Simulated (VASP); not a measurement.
# InSe (R3m) in VASP: further runs

Runs on InSe. Level: PBEsol+D3(BJ). Tasks: single point.

All numbers are computed with VASP 6.6.1; they aren't measurements. Logs are shortened: lines on timing, memory, paths and dates and some standing lists are left out, and cuts for length are marked.

**Experimental background.**

“The Interaction of Hydrogen with the van der Waals Crystal γ-InSe”, 2020, pmc:7321205 reports, for a bulk crystal of InSe at 300 K: band gap 1.25 eV.

How close the calculation comes is told below.

## (1) The cell of the first run

The structure is trigonal, space group R3m (No. 160). The conventional cell has a = 3.961 Å, b = 3.961 Å, c = 24.183 Å, α = 90.00°, β = 90.00°, γ = 120.00°. In (site symmetry 3m) has 3 Se at 2.63 Å and 1 In at 2.75 Å within 3.5 Å. Within 3.5 Å of In (site symmetry 3m) lie 3 Se at 2.62 Å and 1 In at 2.75 Å. Within 3.6 Å of Se (site symmetry 3m) lie 3 In at 2.63 Å and 3 Se at 3.57 Å. Se (site symmetry 3m) has 3 In at 2.62 Å and 3 Se at 3.57 Å within 3.6 Å.

## (2) Single point, PBEsol+D3(BJ)

Input file INCAR:

```
SYSTEM = InSe
ALGO     = Normal         ! electronic algorithm
EDIFF    = 1E-6           ! SCF threshold, eV
ENCUT    = 520            ! plane-wave cutoff, eV
GGA      = PS             ! functional
ISIF     = 2              ! what is computed and relaxed
ISMEAR   = 0              ! smearing method
IVDW     = 12             ! dispersion correction
LASPH    = .TRUE.         ! aspherical terms in the spheres
LCHARG   = .FALSE.        ! write CHGCAR
LREAL    = .FALSE.        ! projectors in reciprocal space
LWAVE    = .FALSE.        ! write WAVECAR
NBANDS   = 27             ! bands
NELM     = 80             ! most SCF steps
PREC     = Accurate       ! precision mode
SIGMA    = 0.01           ! smearing width, eV
```

Input file KPOINTS:

```
k-points
0
G
  12 12 12
  0 0 0
```

Input file POSCAR:

```
InSe
1.0
    1.9805004370      1.1434424605      8.0609292699
   -1.9805004370      1.1434424605      8.0609292699
    0.0000000000     -2.2868849209      8.0609292699
In Se
2 2
Direct
   -0.0007160142     -0.0007160142     -0.0007160142
    0.1129541836      0.1129541836      0.1129541836
    0.6126324648      0.6126324648      0.6126324648
    0.8328293658      0.8328293658      0.8328293658
```

Potentials or basis: VASP PAW PBE potentials, release 64 (In_d, Se).

The run is started by

```console
$ cat potpaw_PBE.64/In_d/POTCAR potpaw_PBE.64/Se/POTCAR > POTCAR
$ mpirun -np 1 vasp_std > vasp.out
```

OUTCAR:

```text
SYSTEM = InSe
   EDIFF = 1E-6
   ENCUT = 520
   GGA = PS
   ISIF = 2
   ISMEAR = 0
   IVDW = 12
   LASPH = .TRUE.
   LREAL = .FALSE.
   NELM = 80
   PREC = Accurate
 IVDW          = 12

 ion  position               nearest neighbor table
   1  0.999  0.999  0.999-   3 2.63   3 2.63   3 2.63   2 2.75
   2  0.113  0.113  0.113-   4 2.62   4 2.62   4 2.62   1 2.75
   3  0.613  0.613  0.613-   1 2.63   1 2.63   1 2.63
   4  0.833  0.833  0.833-   2 2.62   2 2.62   2 2.62

  LATTYP: Found a trigonal (rhomboedric) cell.
 ALAT       =     8.3790466842
 COS(alpha) =     0.8882646328

  Lattice vectors:

 A1 = (   1.9805004370,   1.1434424605,   8.0609292699)
 A2 = (  -1.9805004370,   1.1434424605,   8.0609292699)
 A3 = (   0.0000000000,  -2.2868849209,   8.0609292699)

Analysis of symmetry for initial positions (statically):
=====================================================================
 Subroutine PRICEL returns:
 Original cell was already a primitive cell.

 Routine SETGRP: Setting up the symmetry group for a
 trigonal (rhombohedral) supercell.

 Subroutine GETGRP returns: Found  6 space group operations
 (whereof  6 operations were pure point group operations)
 out of a pool of 12 trial point group operations.

The static configuration has the point symmetry C_3v.

Analysis of symmetry for dynamics (positions and initial velocities):
=====================================================================
 Subroutine PRICEL returns:
 Original cell was already a primitive cell.

 Routine SETGRP: Setting up the symmetry group for a
 trigonal (rhombohedral) supercell.

 Subroutine GETGRP returns: Found  6 space group operations
 (whereof  6 operations were pure point group operations)
 out of a pool of 12 trial point group operations.

The dynamic configuration has the point symmetry C_3v.

 Subroutine INISYM returns: Found  6 space group operations
 (whereof  6 operations are pure point group operations),
 and found     1 'primitive' translations

----------------------------------------------------------------------------------------

                                     Primitive cell

  volume of cell :     109.5281

  direct lattice vectors                    reciprocal lattice vectors
[... 88 lines left out ...]
   LASPH  =      T    aspherical Exc in radial PAW
   ENCUT  =  520.0 eV  38.22 Ry    6.18 a.u.  15.58 15.58 15.58*2*pi/ulx,y,z
   NELM   =     80;   NELMIN=  2; NELMDL= -5     # of ELM steps
   EDIFF  = 0.1E-05   stopping-criterion for ELM
   LREAL  =      F    real-space projection
   EDIFFG = 0.1E-04   stopping-criterion for IOM
   NSW    =      0    number of steps for IOM
   IBRION =     -1    ionic relax: 0-MD 1-quasi-New 2-CG
   NFREE  =      0    steps in history (QN), initial steepest desc. (CG)
   ISIF   =      2    stress and relaxation
   ISYM   =      2    0-nonsym 1-usesym 2-fastsym
   POTIM  = 0.5000    time-step for ionic-motion
   TEBEG  =    0.0;   TEEND  =   0.0 temperature during run
   PSTRESS=    0.0 pullay stress
   NELECT =      38.0000    total number of electrons
   NUPDOWN=      -1.0000    fix difference up-down
   EMIN   =  10.00;   EMAX   =-10.00  energy-range for DOS
   EFERMI =   0.00;   METHOD = LEGACY
   ISMEAR =     0;   SIGMA  =   0.01  broadening in eV -4-tet -1-fermi 0-gaus
   EFERMI_NEDOS =   21; number of points for ismear=-14 and -15
   IALGO  =     38    algorithm
   IMIX   =      4    mixing-type and parameters
     AMIX     =   0.40;   BMIX     =  1.00
     AMIX_MAG =   1.60;   BMIX_MAG =  1.00
  volume/ion in A,a.u.               =      27.38       184.78
  Fermi-wavevector in a.u.,A,eV,Ry     =   1.150343  2.173834 18.004451  1.323290
  Thomas-Fermi vector in A             =   2.287008
   LORBIT       =      0    0 simple, 1 ext, 2 COOP (PROOUT), +10 PAW based schemes
   GGA     = PS    functional components
   LHFCALC =     F    Hartree Fock is set to
   AEXX    =    0.0000 exact exchange contribution
   IVDW    =    12    specifies the selected vdW correction
   LEPSILON=     F    determine dielectric tensor
   LRPA    =     F    only Hartree local field effects (RPA)
 non-spin polarized calculation
 Gauss-broadening in eV      SIGMA  =   0.01
  energy-cutoff  :      520.00
  volume of cell :      109.53
 maximum number of plane-waves:      2988
 NGX is ok and might be reduce to    64
   NGX = 31   NGY = 31   NGZ = 31

 number of electron      37.9999998 magnetization

 Free energy of the ion-electron system (eV)
  ---------------------------------------------------
  ext. energy  EPLUGINS =         0.00000000
  ---------------------------------------------------
  free energy    TOTEN  =       -15.55839397 eV

  energy without entropy =      -15.55839397  energy(sigma->0) =      -15.55839397

 E-fermi :   4.7738     XC(G=0):  -9.4384

 val. band max:        4.7003952202   @ k =   0.5000   0.5000   0.5000
 cond. band min:       5.0289175187   @ k =   0.5000   0.5000   0.5000
 fundamental gap:      0.3285222985
 Fermi energy:         4.7737794714

 k-point     1 :       0.0000    0.0000    0.0000
  band No.  band energies     occupation
      1     -10.2117      2.00000
      2      -9.9972      2.00000
      3      -9.9972      2.00000
      4      -9.8994      2.00000
      5      -9.8994      2.00000
      6      -9.8907      2.00000
[... 709 lines left out ...]
     26      11.6759      0.00000
     27      12.4767      0.00000

 [... further k-points ...]

------------------------ aborting loop because EDIFF is reached ----------------------------------------

 Edisp (eV)   -1.23741

 E8    (eV) :    -0.8439

  FORCE on cell =-STRESS in cart. coord.  units (eV):
  Direction    XX          YY          ZZ          XY          YZ          ZX
  --------------------------------------------------------------------------------------
  -------------------------------------------------------------------------------------
  Total       0.05096     0.05096     0.04180     0.00000     0.00000     0.00000
  in kB       0.74543     0.74543     0.61146     0.00000     0.00000     0.00000
  external pressure =        0.70 kB  Pullay stress =        0.00 kB

 VOLUME and BASIS-vectors are now :
 -----------------------------------------------------------------------------
  energy-cutoff  :      520.00
  volume of cell :      109.53
      direct lattice vectors                 reciprocal lattice vectors
     1.980500437  1.143442460  8.060929270     0.252461444  0.145758683  0.041351725
    -1.980500437  1.143442460  8.060929270    -0.252461444  0.145758683  0.041351725
     0.000000000 -2.286884921  8.060929270     0.000000000 -0.291517365  0.041351725

 POSITION                                       TOTAL-FORCE (eV/Angst)
 -----------------------------------------------------------------------------------
      0.00000      0.00000     24.16547         0.000000      0.000000      0.021973
      0.00000      0.00000      2.73155         0.000000     -0.000000     -0.022143
      0.00000      0.00000     14.81516         0.000000     -0.000000     -0.021568
      0.00000      0.00000     20.14014         0.000000      0.000000      0.021738
 -----------------------------------------------------------------------------------
    total drift:                                0.000000     -0.000000     -0.000004

  FREE ENERGIE OF THE ION-ELECTRON SYSTEM (eV)
  ---------------------------------------------------
  free  energy   TOTEN  =       -16.7958079397 eV

  energy  without entropy=      -16.7958079397  energy(sigma->0) =      -16.79580794
```

stdout:

```text
POSCAR found type information on POSCAR InSe
 POSCAR found :  2 types and       4 ions
 scaLAPACK will be used
 -----------------------------------------------------------------------------
|                                                                             |
|                                                                             |
|     You enforced a specific xc type in the INCAR file but a different       |
|     I HOPE YOU KNOW WHAT YOU ARE DOING!                                     |
|                                                                             |
 -----------------------------------------------------------------------------

 LDA part: xc-table for (Slater+PW92), standard interpolation
 POSCAR, INCAR and KPOINTS ok, starting setup
 FFT: planning ... GRIDC
 FFT: planning ... GRID_SOFT
 FFT: planning ... GRID
 WAVECAR not read
 entering main loop
```

Wall time 39 min (1 thread of Intel Xeon 8259CL, shared host); peak memory 0.86 GiB.

Results:

```yaml
Free_energy: -16.7958 eV
Pressure: 0.1 GPa
Largest_force: 0.022 eV/Å
Band_gap_on_the_k_mesh: 0.33 eV
Dispersion_energy_per_atom: -0.309 eV
```

Forces on the atoms (eV/Å):
```
In   0.000  0.000  0.022
In   0.000  0.000 -0.022
Se   0.000  0.000 -0.022
Se   0.000  0.000  0.022
```

Levels at points of the mesh, in eV from the valence-band top:
| k point | band 16 | band 17 | band 18 | band 19 | band 20 | band 21 | band 22 | band 23 |
| --- | --- | --- | --- | --- | --- | --- | --- | --- |
| (0.00, 0.00, 0.00) | -1.47 | -1.47 | -1.23 | -1.23 | 1.92 | 2.06 | 4.29 | 4.29 |
| (0.50, 0.00, 0.00) | -2.72 | -2.59 | -2.27 | -1.77 | 0.90 | 2.01 | 3.59 | 3.95 |
| (0.50, 0.50, 0.00) | -2.94 | -2.76 | -2.05 | -1.63 | 0.92 | 1.97 | 3.12 | 3.34 |
| (0.50, 0.50, 0.50) | -1.55 | -1.15 | -1.15 | 0.00 | 0.33 | 2.15 | 4.15 | 4.15 |

Caveat: the PAW data sets were made with another functional, which shifts forces and pressure a little; spin-orbit coupling is left out, which moves the levels of the heavy elements.

## (3) Single point, PBEsol+D3(BJ)

Input file INCAR:

```
PREC     = Accurate       # precision mode
ENCUT    = 520            # plane-wave cutoff, eV
EDIFF    = 1E-7           # SCF threshold, eV
ISMEAR   = 0              # smearing method
SIGMA    = 0.01           # smearing width, eV
LREAL    = False          # projectors in reciprocal space
LASPH    = True           # aspherical terms in the spheres
NELM     = 80             # most SCF steps
ALGO     = Normal         # electronic algorithm
ISIF     = 2              # what is computed and relaxed
LWAVE    = False          # write WAVECAR
LCHARG   = True           # write CHGCAR
GGA      = PS             # functional
IVDW     = 12             # dispersion correction
LELF     = True           # ELF
LVHAR    = True         
NBANDS   = 27             # bands
```

Input file KPOINTS:

```
regular mesh
0
Gamma
  12 12 12
```

POSCAR is that of step 2.

Potentials or basis: VASP PAW PBE potentials, release 64 (In_d, Se).

The run is started by

```console
$ cat potpaw_PBE.64/In_d/POTCAR potpaw_PBE.64/Se/POTCAR > POTCAR
$ mpirun -np 1 vasp_std > vasp.out
```

Run time: 42 min. Hardware: 1 thread of Intel Xeon 8259CL, shared host; peak memory 0.86 GiB.

The run converged. Its results:

```
Free energy                : -16.7958 eV
Pressure                   : 0.1 GPa
Largest force              : 0.022 eV/Å
Band gap on the k mesh     : 0.33 eV
Dispersion energy per atom : -0.309 eV
```

Forces on the atoms (eV/Å):
```
In   0.000  0.000  0.022
In   0.000  0.000 -0.022
Se   0.000  0.000 -0.021
Se   0.000  0.000  0.022
```

Levels at points of the mesh, in eV from the valence-band top:
| k point | band 15 | band 16 | band 17 | band 18 | band 19 | band 20 | band 21 | band 22 | band 23 | band 24 |
| --- | --- | --- | --- | --- | --- | --- | --- | --- | --- | --- |
| (0.00, 0.00, 0.00) | -1.86 | -1.47 | -1.47 | -1.23 | -1.23 | 1.92 | 2.06 | 4.29 | 4.29 | 4.88 |
| (0.50, 0.00, 0.00) | -3.80 | -2.72 | -2.59 | -2.27 | -1.77 | 0.90 | 2.01 | 3.59 | 3.95 | 4.73 |
| (0.50, 0.50, 0.00) | -3.50 | -2.94 | -2.76 | -2.05 | -1.63 | 0.92 | 1.97 | 3.12 | 3.34 | 4.11 |
| (0.50, 0.50, 0.50) | -1.55 | -1.55 | -1.15 | -1.15 | 0.00 | 0.33 | 2.15 | 4.15 | 4.15 | 5.59 |

Caveat: the PAW data sets were made with another functional, which shifts forces and pressure a little; spin-orbit coupling is left out, which moves the levels of the heavy elements.

## (4) How close it comes

Step 2. Against the measured gap of InSe, 1.25 eV (300 K; “The Interaction of Hydrogen with the van der Waals Crystal γ-InSe”, 2020, pmc:7321205), the calculated 0.33 eV is off by -0.92 eV. Spin-orbit coupling on In, Se is left out. The value is that of PBEsol+D3(BJ) on a finite k mesh, which can miss the band edges, without temperature or zero-point motion. Semilocal functionals fall short of measured gaps as a rule.

Step 3. A measured gap of InSe is 1.25 eV (300 K; “The Interaction of Hydrogen with the van der Waals Crystal γ-InSe”, 2020, pmc:7321205); the calculated 0.33 eV misses it by -0.92 eV. Spin-orbit coupling on In, Se is left out. The value is that of PBEsol+D3(BJ) on a finite k mesh, which can miss the band edges, without temperature or zero-point motion. Semilocal functionals fall short of measured gaps as a rule.
